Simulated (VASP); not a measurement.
# H4C in VASP: a series of runs

The runs below take H4C through single point, with PBE+D3(BJ).

Everything below comes from runs of VASP 6.6.1. Logs are shortened: lines on timing, memory, paths and dates and some standing lists are left out, and cuts for length are marked.

## (1) The cell of the first run

The cell holds an amorphous packing of atoms, 40 atoms: a = 7.873 Å, b = 7.873 Å, c = 7.873 Å, α = 90.00°, β = 90.00°, γ = 90.00°.

## (2) Single point, PBE+D3(BJ)

Input file INCAR:

```
ALGO     = Normal         # electronic algorithm
EDIFF    = 1E-6           # SCF threshold, eV
ENCUT    = 520            # plane-wave cutoff, eV
GGA      = PE             # functional
ISIF     = 2              # what is computed and relaxed
ISMEAR   = -1             # smearing method
IVDW     = 12             # dispersion correction
LASPH    = True           # aspherical terms in the spheres
LCHARG   = False          # write CHGCAR
LREAL    = Auto         
LWAVE    = False          # write WAVECAR
NBANDS   = 58             # bands
NELM     = 80             # most SCF steps
PREC     = Accurate       # precision mode
SIGMA    = 0.05           # smearing width, eV
```

Input file KPOINTS:

```
k-points
0
Gamma
  1 1 1
```

Input file POSCAR:

```
H4C
1.0
    7.8729940000      0.0000000000      0.0000000000
    0.0000000000      7.8729940000      0.0000000000
    0.0000000000      0.0000000000      7.8729940000
H C
32 8
Direct
    0.1010357336      0.9328382738      0.6736909893
    0.1337042243      0.8456763286      0.6529065231
    0.2516772573      0.0056630218      1.0876643600
    0.3324621357      0.0512568383      1.1097453108
    0.9429709798      0.4586068827      0.3098549014
    0.8812855620      0.4571015414      0.2369939690
    0.2950412947      0.4057825905      0.8827845934
    0.3890310249      0.4211111368      0.8770398831
    0.9413065754      0.5704623370      0.6324581820
    0.8009218986      0.4628757018      0.7725114793
    1.0093487680      0.5154858945      0.8402215622
    0.9923803567      0.2025601198      0.7636709194
    0.9213050764      0.2552762924      0.5569416144
    1.1311627022      0.3076562626      0.6204705511
    0.5112861439     -0.1404193775      0.8856205881
    0.4053630846     -0.0224007967      0.7253571482
    0.6009944358     -0.1241119928      0.6791264036
    0.6386050705      0.1963645006      0.7248495645
    0.5633529383      0.1717068625      0.9359600952
    0.7565817977      0.0751429256      0.8723627488
    0.9607939855      0.8272925744      0.1876635086
    0.7526077509      0.7575950597      0.1366620296
    0.8072688256      0.9747356606      0.1142409580
    0.6342365326      0.9302581421      0.3826954756
    0.7867823253      0.7827098504      0.4571975156
    0.8420973972      0.9996716505      0.4341862990
    0.2334128275      0.5834831830      0.5361843422
    0.3942004047      0.7237655056      0.4660451330
    0.2471119280      0.6382673873      0.3185230508
    0.5312608917      0.4830768004      0.2994639099
    0.5144466720      0.4276988080      0.5169352128
    0.3687529813      0.3428741565      0.3675720425
    0.9345335322      0.4709993171      0.7307752627
    0.9982757849      0.3005820676      0.6642138822
    0.5314425477     -0.0539847606      0.7770687114
    0.6269004273      0.1059043070      0.8305653798
    0.8255792253      0.8619426805      0.1942543709
    0.7691851663      0.8955586496      0.3766422455
    0.3226649654      0.6088649352      0.4321190965
    0.4404542683      0.4576488811      0.4024428863
```

Potentials or basis: VASP PAW PBE potentials, release 64 (H, C).

Command:

```console
$ cat potpaw_PBE.64/H/POTCAR potpaw_PBE.64/C/POTCAR > POTCAR
$ mpirun -np 1 vasp_gam > vasp.out
```

OUTCAR:

```text
EDIFF = 1E-6
   ENCUT = 520
   GGA = PE
   ISIF = 2
   ISMEAR = -1
   IVDW = 12
   LASPH = True
   LREAL = Auto
   NELM = 80
   PREC = Accurate
 IVDW          = 12

 ion  position               nearest neighbor table
   1  0.101  0.933  0.674-   2 0.75
   2  0.134  0.846  0.653-   1 0.75
   3  0.252  0.006  0.088-   4 0.75
   4  0.332  0.051  0.110-   3 0.75
   5  0.943  0.459  0.310-   6 0.75
   6  0.881  0.457  0.237-   5 0.75
[... 24 lines left out ...]
  31  0.514  0.428  0.517-  40 1.10
  32  0.369  0.343  0.368-  40 1.10
  33  0.935  0.471  0.731-  11 1.10   9 1.10  10 1.10  34 1.53
  34  0.998  0.301  0.664-  13 1.10  12 1.10  14 1.10  33 1.53
  35  0.531  0.946  0.777-  17 1.10  16 1.10  15 1.10  36 1.53
  36  0.627  0.106  0.831-  19 1.10  18 1.10  20 1.10  35 1.53
  37  0.826  0.862  0.194-  23 1.10  21 1.10  22 1.10  38 1.53
  38  0.769  0.896  0.377-  24 1.10  26 1.10  25 1.10  37 1.53
  39  0.323  0.609  0.432-  27 1.10  28 1.10  29 1.10  40 1.53
  40  0.440  0.458  0.402-  31 1.10  30 1.10  32 1.10  39 1.53

  LATTYP: Found a simple cubic cell.
 ALAT       =     7.8729940000

  Lattice vectors:

 A1 = (   7.8729940000,   0.0000000000,   0.0000000000)
 A2 = (   0.0000000000,   7.8729940000,   0.0000000000)
 A3 = (   0.0000000000,   0.0000000000,   7.8729940000)

Analysis of symmetry for initial positions (statically):
=====================================================================
 Subroutine PRICEL returns:
 Original cell was already a primitive cell.

 Routine SETGRP: Setting up the symmetry group for a
 simple cubic supercell.

 Subroutine GETGRP returns: Found  1 space group operations
 (whereof  1 operations were pure point group operations)
 out of a pool of 48 trial point group operations.

The static configuration has the point symmetry C_1 .

Analysis of symmetry for dynamics (positions and initial velocities):
=====================================================================
 Subroutine PRICEL returns:
 Original cell was already a primitive cell.

 Routine SETGRP: Setting up the symmetry group for a
 simple cubic supercell.

 Subroutine GETGRP returns: Found  1 space group operations
 (whereof  1 operations were pure point group operations)
 out of a pool of 48 trial point group operations.

The dynamic configuration has the point symmetry C_1 .

 Subroutine INISYM returns: Found  1 space group operations
 (whereof  1 operations are pure point group operations),
 and found     1 'primitive' translations

----------------------------------------------------------------------------------------

                                     Primitive cell

  volume of cell :     487.9999

  direct lattice vectors                    reciprocal lattice vectors
     7.872994000  0.000000000  0.000000000     0.127016482  0.000000000  0.000000000
     0.000000000  7.872994000  0.000000000     0.000000000  0.127016482  0.000000000
     0.000000000  0.000000000  7.872994000     0.000000000  0.000000000  0.127016482

  length of vectors
     7.872994000  7.872994000  7.872994000     0.127016482  0.127016482  0.127016482

  position of ions in fractional coordinates (direct lattice)
     0.101035734  0.932838274  0.673690989
     0.133704224  0.845676329  0.652906523
     0.251677257  0.005663022  0.087664360
     0.332462136  0.051256838  0.109745311
     0.942970980  0.458606883  0.309854901
     0.881285562  0.457101541  0.236993969
[... 32 lines left out ...]
     0.322664965  0.608864935  0.432119097
     0.440454268  0.457648881  0.402442886

  ion indices of the primitive-cell ions
   primitive index   ion index
                 1           1
                 2           2
                 3           3
                 4           4
                 5           5
                 6           6
[... 32 lines left out ...]
                39          39
                40          40

----------------------------------------------------------------------------------------

 KPOINTS: k-points

Automatic generation of k-mesh.
 Grid dimensions read from file:
 generate k-points for:    1    1    1

 Generating k-lattice:

  Cartesian coordinates                     Fractional coordinates (reciprocal lattice)
     0.127016482  0.000000000  0.000000000     1.000000000  0.000000000  0.000000000
     0.000000000  0.127016482  0.000000000     0.000000000  1.000000000  0.000000000
     0.000000000  0.000000000  0.127016482     0.000000000  0.000000000  1.000000000

  Length of vectors
     0.127016482  0.127016482  0.127016482

  Shift w.r.t. Gamma in fractional coordinates (k-lattice)
     0.000000000  0.000000000  0.000000000

 Subroutine IBZKPT returns following result:
 ===========================================

 Found      1 irreducible k-points:

 Following reciprocal coordinates:
            Coordinates               Weight
  0.000000  0.000000  0.000000      1.000000
   k-points           NKPTS =      1   k-points in BZ     NKDIM =      1   number of bands    NBANDS=     58
   number of dos      NEDOS =    301   number of ions     NIONS =     40
   total plane-waves  NPLWV = 216000
   dimension x,y,z NGX =    60 NGY =   60 NGZ =   60
   dimension x,y,z NGXF=   120 NGYF=  120 NGZF=  120
   ions per type =              32   8
   NGX,Y,Z   is equivalent  to a cutoff of  12.67, 12.67, 12.67 a.u.
   NGXF,Y,Z  is equivalent  to a cutoff of  25.34, 25.34, 25.34 a.u.
 SYSTEM =  unknown system
   PREC   = accura    normal or accurate (medium, high low for compatibility)
   ISTART =      0    job   : 0-new  1-cont  2-samecut
   ICHARG =      2    charge: 1-file 2-atom 10-const
   ISPIN  =      1    spin polarized calculation?
   LNONCOLLINEAR =      F non collinear calculations
   LSORBIT =      F    spin-orbit coupling
   LASPH  =      T    aspherical Exc in radial PAW
   ENCUT  =  520.0 eV  38.22 Ry    6.18 a.u.  14.64 14.64 14.64*2*pi/ulx,y,z
   NELM   =     80;   NELMIN=  2; NELMDL= -5     # of ELM steps
   EDIFF  = 0.1E-05   stopping-criterion for ELM
   LREAL  =      T    real-space projection
   EDIFFG = 0.1E-04   stopping-criterion for IOM
   NSW    =      0    number of steps for IOM
   IBRION =     -1    ionic relax: 0-MD 1-quasi-New 2-CG
   NFREE  =      0    steps in history (QN), initial steepest desc. (CG)
   ISIF   =      2    stress and relaxation
   ISYM   =      2    0-nonsym 1-usesym 2-fastsym
   POTIM  = 0.5000    time-step for ionic-motion
   TEBEG  =    0.0;   TEEND  =   0.0 temperature during run
   PSTRESS=    0.0 pullay stress
   NELECT =      64.0000    total number of electrons
   NUPDOWN=      -1.0000    fix difference up-down
   EMIN   =  10.00;   EMAX   =-10.00  energy-range for DOS
   EFERMI =   0.00;   METHOD = LEGACY
   ISMEAR =    -1;   SIGMA  =   0.05  broadening in eV -4-tet -1-fermi 0-gaus
   EFERMI_NEDOS =   21; number of points for ismear=-14 and -15
   IALGO  =     38    algorithm
   IMIX   =      4    mixing-type and parameters
     AMIX     =   0.40;   BMIX     =  1.00
     AMIX_MAG =   1.60;   BMIX_MAG =  1.00
  volume/ion in A,a.u.               =      12.20        82.33
  Fermi-wavevector in a.u.,A,eV,Ry     =   0.831754  1.571787  9.412711  0.691815
  Thomas-Fermi vector in A             =   1.944694
   LORBIT       =      0    0 simple, 1 ext, 2 COOP (PROOUT), +10 PAW based schemes
   GGA     = PE    functional components
   LHFCALC =     F    Hartree Fock is set to
   AEXX    =    0.0000 exact exchange contribution
   IVDW    =    12    specifies the selected vdW correction
   LEPSILON=     F    determine dielectric tensor
   LRPA    =     F    only Hartree local field effects (RPA)
 non-spin polarized calculation
  energy-cutoff  :      520.00
  volume of cell :      488.00
 maximum number of plane-waves:      6603
 NGX is ok and might be reduce to    60
   NGX = 29   NGY = 29   NGZ = 29

 number of electron      63.9999997 magnetization

 Free energy of the ion-electron system (eV)
  ---------------------------------------------------
  ext. energy  EPLUGINS =         0.00000000
  ---------------------------------------------------
  free energy    TOTEN  =      -189.13632493 eV

  energy without entropy =     -189.13632493  energy(sigma->0) =     -189.13632493

 E-fermi :  -4.4842     XC(G=0):  -5.6279

 val. band max:       -5.6885321216   @ k =   0.0000   0.0000   0.0000
 cond. band min:       1.5232370253   @ k =   0.0000   0.0000   0.0000
 fundamental gap:      7.2117691470
 Fermi energy:        -4.4841607078

 k-point     1 :       0.0000    0.0000    0.0000
  band No.  band energies     occupation
      1     -16.5429      2.00000
      2     -16.4117      2.00000
      3     -16.3946      2.00000
      4     -16.2869      2.00000
      5     -12.9872      2.00000
      6     -12.9512      2.00000
[... 36 lines left out ...]
     43       3.6974      0.00000
     44       4.0331      0.00000
 [bands above 44 left out]

------------------------ aborting loop because EDIFF is reached ----------------------------------------

 Edisp (eV)   -1.11080

 E8    (eV) :    -0.2335

  FORCE on cell =-STRESS in cart. coord.  units (eV):
  Direction    XX          YY          ZZ          XY          YZ          ZX
  --------------------------------------------------------------------------------------
  -------------------------------------------------------------------------------------
  Total      -0.66933    -0.78603    -0.75046     0.08762     0.09537    -0.10798
  in kB      -2.19751    -2.58067    -2.46386     0.28768     0.31311    -0.35452
  external pressure =       -2.41 kB  Pullay stress =        0.00 kB

 VOLUME and BASIS-vectors are now :
 -----------------------------------------------------------------------------
  energy-cutoff  :      520.00
  volume of cell :      488.00
      direct lattice vectors                 reciprocal lattice vectors
     7.872994000  0.000000000  0.000000000     0.127016482  0.000000000  0.000000000
     0.000000000  7.872994000  0.000000000     0.000000000  0.127016482  0.000000000
     0.000000000  0.000000000  7.872994000     0.000000000  0.000000000  0.127016482

 POSITION                                       TOTAL-FORCE (eV/Angst)
 -----------------------------------------------------------------------------------
      0.79545      7.34423      5.30397         0.001893     -0.067887     -0.022459
      1.05265      6.65800      5.14033        -0.020546      0.063736      0.013274
      1.98145      0.04458      0.69018        -0.011805      0.003525      0.019034
      2.61747      0.40354      0.86402        -0.016533      0.004319      0.016117
      7.42400      3.61061      2.43949        -0.010515     -0.010267     -0.020301
      6.93836      3.59876      1.86585         0.014169     -0.006127     -0.002934
[... 32 lines left out ...]
      2.54034      4.79359      3.40207         0.012504      0.002536      0.005086
      3.46769      3.60307      3.16843         0.003418     -0.005819     -0.026406
 -----------------------------------------------------------------------------------
    total drift:                                0.004920     -0.011381     -0.007229

  FREE ENERGIE OF THE ION-ELECTRON SYSTEM (eV)
  ---------------------------------------------------
  free  energy   TOTEN  =      -190.2471279558 eV

  energy  without entropy=     -190.2471279557  energy(sigma->0) =     -190.24712796
```

It took 31 s on 1 thread of Intel Xeon 6975P-C (Granite Rapids), shared host; peak memory 0.45 GiB.

Results:

```yaml
Free_energy: -190.2471 eV
Pressure: -0.2 GPa
Largest_force: 0.254 eV/Å
Band_gap_on_the_k_mesh: 7.21 eV
Dispersion_energy_per_atom: -0.028 eV
```

Forces on the atoms (eV/Å):
```
H    0.002 -0.068 -0.022
H   -0.021  0.064  0.013
H   -0.012  0.004  0.019
H   -0.017  0.004  0.016
H   -0.011 -0.010 -0.020
H    0.014 -0.006 -0.003
H    0.016  0.025  0.013
H   -0.014  0.021  0.006
H   -0.033 -0.074  0.085
H    0.128  0.005 -0.035
H   -0.016 -0.003 -0.034
H    0.021  0.060 -0.057
H    0.007  0.017  0.021
H   -0.106  0.013  0.027
H    0.036  0.072 -0.113
H    0.098 -0.051  0.042
H    0.031 -0.039 -0.029
H   -0.043 -0.017  0.006
H   -0.014 -0.001 -0.009
H   -0.065  0.040 -0.004
H   -0.017 -0.014  0.011
H    0.023  0.021  0.002
H    0.013 -0.015  0.028
H   -0.019  0.019 -0.023
H    0.003  0.021 -0.020
H   -0.006 -0.010  0.015
H   -0.007  0.004  0.012
H    0.018  0.002 -0.012
H   -0.010  0.011 -0.026
H    0.008 -0.006 -0.008
H    0.017 -0.010  0.016
H   -0.003 -0.002  0.005
C   -0.118  0.124 -0.026
C    0.109 -0.095  0.037
C   -0.201  0.020  0.153
C    0.121 -0.046 -0.023
C    0.018 -0.023 -0.042
C    0.030 -0.053  0.002
C    0.013  0.003  0.005
C    0.003 -0.006 -0.026
```

Caveat: the k points lie up to 0.80 Å⁻¹ apart.

## (3) Single point, PBE+D3(BJ)

Input file INCAR:

```
SYSTEM = H4C
  PREC = Accurate
  ENCUT = 520
  EDIFF = 1E-7
  ISMEAR = -1
  SIGMA = 0.05
  LREAL = Auto
  LASPH = .True.
  NELM = 80
  ALGO = Normal
  ISIF = 2
  LWAVE = .False.
  LCHARG = .False.
  GGA = PE
  IVDW = 12
  NBANDS = 58
```

Input file KPOINTS:

```
Automatic mesh
0
Gamma
  1 1 1
  0 0 0
```

Input file POSCAR:

```
H4C
1.0
    7.8729940000      0.0000000000      0.0000000000
    0.0000000000      7.8729940000      0.0000000000
    0.0000000000      0.0000000000      7.8729940000
H C
32 8
Direct
    0.0082179664      0.7745338051      0.6884293320
   -0.0101232136      0.8002800459      0.5891532497
    0.1998985392     -0.0841484193      1.0788017875
    0.1464754069     -0.0194208201      1.1244515111
    0.9205138477      0.3979680411      0.3145182125
    1.0075455411      0.4054493119      0.3323640282
    0.2567765198      0.4244890826      0.9050813452
    0.2718025696      0.5197133390      0.9376991777
    0.8763756203      0.5413569476      0.6955168517
    0.7779124435      0.4026549493      0.8399091883
    0.9709647943      0.4971171069      0.8970920085
    0.9676623658      0.1631399694      0.7162459415
    1.0129691449      0.3166647911      0.5651471346
    1.1380676779      0.2860665206      0.7553543163
    0.7144169042     -0.1513655415      0.8246799121
    0.5222536687     -0.1954021558      0.7892296120
    0.6243241135     -0.0771625128      0.6231555619
    0.5133244100      0.1524578832      0.7303574726
    0.5008640931      0.0939540917      0.9671797032
    0.6870575540      0.1801601779      0.8517344228
    0.9788017113      0.7916556268      0.2631654489
    0.8026679558      0.6803383821      0.1854059586
    0.8547066084      0.8948311151      0.0941319147
    0.5803256042      0.9169827895      0.2835134893
    0.6635722065      0.7910586494      0.4364413335
    0.7558496806      0.9997848341      0.4061733059
    0.2215929543      0.6290999333      0.4079515366
    0.4387784368      0.6588090884      0.5107078705
    0.4167410772      0.7328596973      0.2994794611
    0.5683860549      0.4453451889      0.3440114396
    0.3816083183      0.3279946612      0.3738222079
    0.3646643196      0.4493970147      0.1821797400
    0.8995942331      0.4460437795      0.7891152972
    1.0029221412      0.2949957792      0.6941704769
    0.6096156049     -0.0879843170      0.7640549453
    0.5672556082      0.1032771014      0.8435545613
    0.8539572112      0.8169954150      0.2204371044
    0.7077739422      0.8855081053      0.3430207111
    0.3602060411      0.6283759393      0.3850631666
    0.4289600627      0.4576530860      0.3349932694
```

Potentials or basis: VASP PAW PBE potentials, release 64 (H, C).

Command:

```console
$ cat potpaw_PBE.64/H/POTCAR potpaw_PBE.64/C/POTCAR > POTCAR
$ mpirun -np 1 vasp_gam > vasp.out
```

Wall time 34 s (1 thread of Intel Xeon 6975P-C (Granite Rapids), shared host); peak memory 0.49 GiB.

It converged, with:

```
Free energy                : -186.7945 eV
Pressure                   : -2.1 GPa
Largest force              : 5.126 eV/Å
Band gap on the k mesh     : 5.93 eV
Dispersion energy per atom : -0.028 eV
```

Forces on the atoms (eV/Å):
```
H   -0.232  0.507 -1.695
H    0.360 -0.351  1.627
H    0.049  0.115 -0.002
H    0.146 -0.021 -0.097
H   -1.903 -0.138 -0.477
H    1.880  0.178  0.259
H    0.271  1.324  0.414
H   -0.151 -1.211 -0.416
H   -0.216  0.778 -0.370
H   -0.139 -0.053 -0.060
H    0.109  0.101 -0.150
H   -0.959 -0.107  0.075
H    0.286  0.355 -2.072
H   -1.327  0.490 -1.073
H    1.386  0.307  0.002
H   -1.004  0.827 -0.110
H    0.164 -0.089  1.129
H   -1.677  1.120 -0.239
H   -0.151  0.422 -0.697
H   -0.478 -0.811  0.421
H    1.044  0.358  0.962
H    0.808  1.695 -0.028
H    0.163 -0.948  1.608
H    1.321  0.053 -0.323
H    0.773  0.031  0.020
H   -0.256  0.073  0.270
H    0.466  0.402 -0.167
H   -1.789 -0.040 -1.178
H   -1.306 -1.214  0.510
H   -0.171  0.296 -0.608
H   -0.270  1.238  0.833
H    2.236 -0.238  2.614
C    0.750 -2.261 -0.359
C    1.385  0.514  4.161
C   -0.472  0.950  0.562
C    1.967 -2.775 -0.561
C   -4.229 -1.215 -2.257
C    0.549  0.009 -0.660
C    2.429  1.011  2.623
C   -1.809 -1.682 -4.491
```

Stress tensor (GPa, compression positive):
```
-1.22  0.11 -0.41
 0.11 -3.14 -0.30
-0.41 -0.30 -2.00
```

Levels at points of the mesh, in eV from the valence-band top:
```tsv
k point	band 30	band 31	band 32	band 33	band 34	band 35
(0.00, 0.00, 0.00)	-1.02	-0.66	0.00	5.94	6.10	6.73
```

Caveat: the k points lie up to 0.80 Å⁻¹ apart.

(Part 1 of 3 ends here.)
